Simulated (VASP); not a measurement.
A run of VASP 6.6.1 is set up as follows.

INCAR

```
SYSTEM = Ti
PREC     = Accurate       ! precision mode
ENCUT    = 520            ! plane-wave cutoff, eV
EDIFF    = 1E-6           ! SCF threshold, eV
ISMEAR   = 0              ! smearing method
SIGMA    = 0.1            ! smearing width, eV
LREAL    = .False.        ! projectors in reciprocal space
LASPH    = .True.         ! aspherical terms in the spheres
NELM     = 60             ! most SCF steps
ALGO     = Normal         ! electronic algorithm
ISIF     = 2              ! what is computed and relaxed
LWAVE    = .False.        ! write WAVECAR
LCHARG   = .False.        ! write CHGCAR
LDIPOL   = .True.       
IDIPOL   = 3            
DIPOL    = 0.5 0.5 0.306
GGA      = PE             ! functional
NBANDS   = 25             ! bands
```

File KPOINTS:

```
regular mesh
0
Gamma
  6 6 1
  0 0 0
```

POSCAR

```
Ti
1.0
    4.1923982383      0.0000000000      0.0000000000
   -2.0961991192      3.6307233772      0.0000000000
    0.0000000000      0.0000000000     24.7439896000
Ti
3
Direct
    0.3333333333      0.6666666667      0.3244455008
    0.6666666667      0.3333333333      0.3244455008
    0.0000000000      0.0000000000      0.2699582935
```

Potentials or basis: VASP PAW PBE potentials, release 64 (Ti_sv).

The run is started by

```sh
$ cat potpaw_PBE.64/Ti_sv/POTCAR > POTCAR
$ mpirun -np 1 vasp_std > vasp.out
```

(1) What does it give for the largest force?

(2) Predict the band gap on the k mesh.

Results:

(1) 0.022 eV/Å.

(2) zero (bands 18 and 19 overlap by 0.28 eV).
